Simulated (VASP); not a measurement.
# N (Cmmm) in VASP: single point with HSE06

Aim: the single point of N with HSE06.

Everything below comes from runs of VASP 6.6.1. Logs are shortened: lines on timing, memory, paths and dates and some standing lists are left out, and cuts for length are marked.

**1. The cell of the first run**

The structure is orthorhombic, space group Cmmm (No. 65). Conventional cell: a = 5.455 Å, b = 5.748 Å, c = 5.133 Å, α = 90.00°, β = 90.00°, γ = 90.00°. Within 1.5 Å of N (site symmetry 2mm) lie 1 N at 1.09 Å. N (site symmetry m2m) has 1 N at 1.09 Å within 1.5 Å.

**2. Single point, HSE06 (shear xy strain -5.2%)**

POSCAR reads:

```
N
1.0
    3.9609755119     -0.1035795096      0.0000000000
   -0.1035795096      3.9609755119      0.0000000000
    0.0000000000      0.0000000000      5.1331776349
N
4
Direct
    0.8997819253      0.8997819253      0.0000000000
    0.5951026684      0.4048973316      0.5000000000
    0.1002180747      0.1002180747      0.0000000000
    0.4048973316      0.5951026684      0.5000000000
```

INCAR.step1 reads:

```
PREC = Accurate
ENCUT = 520
EDIFF = 1E-5
ISMEAR = 0
SIGMA = 0.01
LREAL = F
LASPH = T
NELM = 80
ALGO = Normal
ISIF = 2
LWAVE = T
LCHARG = F
GGA = PE
NBANDS = 18
```

INCAR.step2 reads:

```
PREC = Accurate
ENCUT = 520
EDIFF = 1E-7
ISMEAR = 0
SIGMA = 0.01
LREAL = F
LASPH = T
NELM = 80
ALGO = Normal
ISIF = 2
LWAVE = F
LCHARG = F
GGA = PE
LHFCALC = T
HFSCREEN = 0.2079
PRECFOCK = Normal
ISTART = 1
NBANDS = 18
```

KPOINTS reads:

```
regular mesh
0
Gamma
  4 4 4
```

Potentials or basis: VASP PAW PBE potentials, release 64 (N).

Command:

```console
cat potpaw_PBE.64/N/POTCAR > POTCAR
cp INCAR.step1 INCAR
mpirun -np 1 vasp_std > vasp.out
cp INCAR.step2 INCAR
mpirun -np 1 vasp_std > vasp.out
```

OUTCAR:

```text
PREC = Accurate
   ENCUT = 520
   EDIFF = 1E-7
   ISMEAR = 0
   LREAL = F
   LASPH = T
   NELM = 80
   ISIF = 2
   GGA = PE
   LHFCALC = T
   HFSCREEN = 0.2079
   PRECFOCK = Normal
   ISTART = 1

 ion  position               nearest neighbor table
   1  0.900  0.900  0.000-   3 1.09
   2  0.595  0.405  0.500-   4 1.09
   3  0.100  0.100  0.000-   1 1.09
   4  0.405  0.595  0.500-   2 1.09

  LATTYP: Found a base centered orthorhombic cell.
 ALAT       =     5.4551817419
 B/A-ratio  =     1.0537043692
 C/A-ratio  =     0.9409727994

  Lattice vectors:

 A1 = (   3.9609755119,  -0.1035795096,   0.0000000000)
 A2 = (  -0.1035795096,   3.9609755119,   0.0000000000)
 A3 = (   0.0000000000,   0.0000000000,   5.1331776349)

Analysis of symmetry for initial positions (statically):
=====================================================================
 Subroutine PRICEL returns:
 Original cell was already a primitive cell.

 Routine SETGRP: Setting up the symmetry group for a
 base centered orthorhombic supercell.

 Subroutine GETGRP returns: Found  8 space group operations
 (whereof  8 operations were pure point group operations)
 out of a pool of  8 trial point group operations.

The static configuration has the point symmetry D_2h.

Analysis of symmetry for dynamics (positions and initial velocities):
=====================================================================
 Subroutine PRICEL returns:
 Original cell was already a primitive cell.

 Routine SETGRP: Setting up the symmetry group for a
 base centered orthorhombic supercell.

 Subroutine GETGRP returns: Found  8 space group operations
 (whereof  8 operations were pure point group operations)
 out of a pool of  8 trial point group operations.

The dynamic configuration has the point symmetry D_2h.

 Subroutine INISYM returns: Found  8 space group operations
 (whereof  8 operations are pure point group operations),
 and found     1 'primitive' translations

----------------------------------------------------------------------------------------

                                     Primitive cell

  volume of cell :      80.4810

  direct lattice vectors                    reciprocal lattice vectors
     3.960975512 -0.103579510  0.000000000     0.252635818  0.006606427  0.000000000
    -0.103579510  3.960975512  0.000000000     0.006606427  0.252635818  0.000000000
     0.000000000  0.000000000  5.133177635     0.000000000  0.000000000  0.194811104

  length of vectors
     3.962329583  3.962329583  5.133177635     0.252722183  0.252722183  0.194811104

  position of ions in fractional coordinates (direct lattice)
     0.899781925  0.899781925  0.000000000
     0.595102668  0.404897332  0.500000000
     0.100218075  0.100218075  0.000000000
     0.404897332  0.595102668  0.500000000

  ion indices of the primitive-cell ions
   primitive index   ion index
                 1           1
                 2           2
                 3           3
                 4           4

----------------------------------------------------------------------------------------

 KPOINTS: regular mesh

Automatic generation of k-mesh.
 Grid dimensions read from file:
 generate k-points for:    4    4    4

 Generating k-lattice:

  Cartesian coordinates                     Fractional coordinates (reciprocal lattice)
     0.063158955  0.001651607  0.000000000     0.250000000  0.000000000  0.000000000
     0.001651607  0.063158955  0.000000000     0.000000000  0.250000000  0.000000000
     0.000000000  0.000000000  0.048702776     0.000000000  0.000000000  0.250000000

  Length of vectors
     0.063180546  0.063180546  0.048702776

  Shift w.r.t. Gamma in fractional coordinates (k-lattice)
     0.000000000  0.000000000  0.000000000

 Subroutine IBZKPT returns following result:
 ===========================================

 Found     21 irreducible k-points:

 Following reciprocal coordinates:
            Coordinates               Weight
  0.000000  0.000000  0.000000      1.000000
  0.250000  0.000000  0.000000      4.000000
  0.500000  0.000000  0.000000      2.000000
  0.250000  0.250000  0.000000      2.000000
  0.500000  0.250000  0.000000      4.000000
 -0.250000  0.250000  0.000000      2.000000
[... 13 lines left out ...]
 -0.250000  0.250000  0.500000      2.000000
  0.500000  0.500000  0.500000      1.000000
   k-points           NKPTS =     21   k-points in BZ     NKDIM =     64   number of bands    NBANDS=     18
   number of dos      NEDOS =    301   number of ions     NIONS =      4
   total plane-waves  NPLWV =  36000
   dimension x,y,z NGX =    30 NGY =   30 NGZ =   40
   dimension x,y,z NGXF=    60 NGYF=   60 NGZF=   80
   ions per type =               4
   NGX,Y,Z   is equivalent  to a cutoff of  12.59, 12.59, 12.95 a.u.
   NGXF,Y,Z  is equivalent  to a cutoff of  25.17, 25.17, 25.91 a.u.
 SYSTEM =  unknown system
   PREC   = accura    normal or accurate (medium, high low for compatibility)
   ISTART =      1    job   : 0-new  1-cont  2-samecut
   ICHARG =      0    charge: 1-file 2-atom 10-const
   ISPIN  =      1    spin polarized calculation?
   LNONCOLLINEAR =      F non collinear calculations
   LSORBIT =      F    spin-orbit coupling
   LASPH  =      T    aspherical Exc in radial PAW
   ENCUT  =  520.0 eV  38.22 Ry    6.18 a.u.   7.37  7.37  9.54*2*pi/ulx,y,z
   NELM   =     80;   NELMIN=  2; NELMDL=  0     # of ELM steps
   EDIFF  = 0.1E-06   stopping-criterion for ELM
   LREAL  =      F    real-space projection
   EDIFFG = 0.1E-05   stopping-criterion for IOM
   NSW    =      0    number of steps for IOM
   IBRION =     -1    ionic relax: 0-MD 1-quasi-New 2-CG
   NFREE  =      0    steps in history (QN), initial steepest desc. (CG)
   ISIF   =      2    stress and relaxation
   ISYM   =      3    0-nonsym 1-usesym 2-fastsym
   POTIM  = 0.5000    time-step for ionic-motion
   TEBEG  =    0.0;   TEEND  =   0.0 temperature during run
   PSTRESS=    0.0 pullay stress
   NELECT =      20.0000    total number of electrons
   NUPDOWN=      -1.0000    fix difference up-down
   EMIN   =  10.00;   EMAX   =-10.00  energy-range for DOS
   EFERMI =   0.00;   METHOD = LEGACY
   ISMEAR =     0;   SIGMA  =   0.01  broadening in eV -4-tet -1-fermi 0-gaus
   EFERMI_NEDOS =   21; number of points for ismear=-14 and -15
   IALGO  =     38    algorithm
   IMIX   =      1    mixing-type and parameters
     AMIX     =   0.40;   BMIX     =  1.00
     AMIX_MAG =   1.60;   BMIX_MAG =  1.00
  volume/ion in A,a.u.               =      20.12       135.78
  Fermi-wavevector in a.u.,A,eV,Ry     =   1.029249  1.944998 14.413371  1.059353
  Thomas-Fermi vector in A             =   2.163287
   LORBIT       =      0    0 simple, 1 ext, 2 COOP (PROOUT), +10 PAW based schemes
   GGA     = PE    functional components
   LHFCALC =     T    Hartree Fock is set to
   PRECFOCK=normal    Normal, Fast or Accurate (Low or Medium for compatibility)
   ENCUT4O =  -1.0   cutoff for four orbital integrals eV
   NKREDX  =     1    reduce k-point grid by
   NKREDY  =     1    reduce k-point grid by
   NKREDZ  =     1    reduce k-point grid by
   AEXX    =    0.2500 exact exchange contribution
   HFSCREEN=    0.2079 screening length (either q_TF or 0.3 A-1)
   HFSCREENC=   0.2079 screening length for correlation (either q_TF or 0.3 A-1)
   ENCUTFOCK=  -1.0 apply spherical cutoff to Coloumb kernel
   IVDW    =     0    specifies the selected vdW correction
   LEPSILON=     F    determine dielectric tensor
   LRPA    =     F    only Hartree local field effects (RPA)
 non-spin polarized calculation
 Gauss-broadening in eV      SIGMA  =   0.01
  energy-cutoff  :      520.00
  volume of cell :       80.48
 maximum number of plane-waves:      2184
 NGX is ok and might be reduce to    30
  NGX = 24; NGY = 24; NGZ = 30

 number of electron      19.9999997 magnetization

 Free energy of the ion-electron system (eV)
  ---------------------------------------------------
  ext. energy  EPLUGINS =         0.00000000
  ---------------------------------------------------
  free energy    TOTEN  =       -40.85970965 eV

  energy without entropy =      -40.85970965  energy(sigma->0) =      -40.85970965

 E-fermi :  -7.3965     XC(G=0):  -5.7524

 val. band max:       -7.4735269622   @ k =   0.5000   0.5000   0.5000
 cond. band min:       1.5646542700   @ k =   0.0000   0.0000   0.0000
 fundamental gap:      9.0381812321
 Fermi energy:        -7.3965088564

 k-point     1 :       0.0000    0.0000    0.0000
  band No.  band energies     occupation
      1     -27.4724      2.00000
      2     -27.3749      2.00000
      3     -11.0910      2.00000
      4     -11.0263      2.00000
      5      -9.4448      2.00000
      6      -8.7586      2.00000
[... 10 lines left out ...]
     17       9.1846      0.00000
     18      12.8110      0.00000

 k-point     2 :       0.2500    0.0000    0.0000
  band No.  band energies     occupation
      1     -27.4500      2.00000
      2     -27.3797      2.00000
      3     -11.2463      2.00000
      4     -11.2020      2.00000
      5      -9.2959      2.00000
      6      -9.0482      2.00000
[... 10 lines left out ...]
     17       9.5602      0.00000
     18      11.3357      0.00000

 k-point     3 :       0.5000    0.0000    0.0000
  band No.  band energies     occupation
      1     -27.4148      2.00000
      2     -27.3974      2.00000
      3     -11.3976      2.00000
      4     -11.3710      2.00000
      5      -8.9847      2.00000
      6      -8.9834      2.00000
[... 10 lines left out ...]
     17      10.6927      0.00000
     18      10.7169      0.00000

 k-point     4 :       0.2500    0.2500    0.0000
  band No.  band energies     occupation
      1     -27.4284      2.00000
      2     -27.3838      2.00000
      3     -11.3851      2.00000
      4     -11.3279      2.00000
      5      -9.1520      2.00000
      6      -9.1502      2.00000
[... 312 lines left out ...]
      4     -11.4762      2.00000
      5      -9.2443      2.00000
      6      -9.2237      2.00000
[... 10 lines left out ...]
     17      10.0208      0.00000
     18      10.1595      0.00000

 k-point    20 :      -0.2500    0.2500    0.5000
  band No.  band energies     occupation
      1     -27.4146      2.00000
      2     -27.3970      2.00000
      3     -11.3798      2.00000
      4     -11.3103      2.00000
      5      -9.4079      2.00000
      6      -8.9621      2.00000
[... 10 lines left out ...]
     17      10.0354      0.00000
     18      10.4607      0.00000

 k-point    21 :       0.5000    0.5000    0.5000
  band No.  band energies     occupation
      1     -27.3971      2.00000
      2     -27.3791      2.00000
      3     -11.5705      2.00000
      4     -11.5319      2.00000
      5      -9.2304      2.00000
      6      -9.1996      2.00000
[... 10 lines left out ...]
     17       9.3900      0.00000
     18       9.8989      0.00000

------------------------ aborting loop because EDIFF is reached ----------------------------------------

  FORCE on cell =-STRESS in cart. coord.  units (eV):
  Direction    XX          YY          ZZ          XY          YZ          ZX
  --------------------------------------------------------------------------------------
  -------------------------------------------------------------------------------------
  Total        1.9024932      1.9024932      0.3435715      0.0400462      0.0000000      0.0000000
  in kB       37.8739129     37.8739129      6.8396545      0.7972204      0.0000000      0.0000000
  external PRESSURE =      27.5291601 kB  Pullay stress =       0.0000000 kB

 VOLUME and BASIS-vectors are now :
 -----------------------------------------------------------------------------
  energy-cutoff  :      520.00
  volume of cell :       80.48
      direct lattice vectors                 reciprocal lattice vectors
     3.960975512 -0.103579510  0.000000000     0.252635818  0.006606427  0.000000000
    -0.103579510  3.960975512  0.000000000     0.006606427  0.252635818  0.000000000
     0.000000000  0.000000000  5.133177635     0.000000000  0.000000000  0.194811104

 POSITION                                       TOTAL-FORCE (eV/Angst)
 -----------------------------------------------------------------------------------
      3.47082      3.47082      0.00000        -1.037604     -1.037604      0.000000
      2.31525      1.54215      2.56659         1.045318     -1.045318      0.000000
      0.38658      0.38658      0.00000         1.037604      1.037604      0.000000
      1.54215      2.31525      2.56659        -1.045318      1.045318      0.000000
 -----------------------------------------------------------------------------------
    total drift:                               -0.000001      0.000001     -0.000000

  FREE ENERGIE OF THE ION-ELECTRON SYSTEM (eV)
  ---------------------------------------------------
  free  energy   TOTEN  =       -40.8597096487 eV

  energy  without entropy=      -40.8597096487  energy(sigma->0) =      -40.85970965
```

Wall time 19 min (1 thread of Intel Xeon Platinum 8259CL at 2.50GHz (Skylake/Cascade Lake), shared host); peak memory 0.3 GiB.

What came out:

- Free energy: -40.8597 eV
- Pressure: 2.8 GPa
- Largest force: 1.478 eV/Å
- Band gap on the k mesh: 9.04 eV (least direct gap 9.32 eV)

Forces on the atoms (eV/Å):
```
N   -1.038 -1.038  0.000
N    1.045 -1.045  0.000
N    1.038  1.038  0.000
N   -1.045  1.045  0.000
```

Levels at points of the mesh, in eV from the valence-band top:
```csv
k point,band 6,band 7,band 8,band 9,band 10,band 11,band 12,band 13,band 14,band 15
"(0.00, 0.00, 0.00)",-1.29,-1.22,-1.20,-1.08,-0.28,9.04,10.29,10.72,10.79,13.46
"(0.50, 0.00, 0.00)",-1.51,-1.49,-1.48,-0.30,-0.28,10.40,10.46,10.47,10.47,14.29
"(0.50, 0.50, 0.00)",-1.65,-1.48,-1.36,-0.15,-0.02,10.08,10.13,11.47,11.57,14.25
"(0.00, 0.00, 0.50)",-1.84,-1.23,-1.23,-0.49,-0.43,9.60,9.62,10.72,10.75,14.37
"(0.50, 0.00, 0.50)",-1.62,-1.23,-1.18,-0.40,-0.39,9.85,9.96,10.85,10.94,14.99
"(0.50, 0.50, 0.50)",-1.73,-1.49,-1.48,-0.05,0.00,10.13,10.21,11.49,11.55,14.90
```

Caveat: the cell differs from its parent crystal (shear xy strain -5.2%); the standard files for N, O and F lose accuracy on very short bonds; this functional lacks dispersion, which holds the molecules together, so the pressure and a relaxed volume are unreliable; the PAW data sets were made with another functional, which shifts forces and pressure a little.
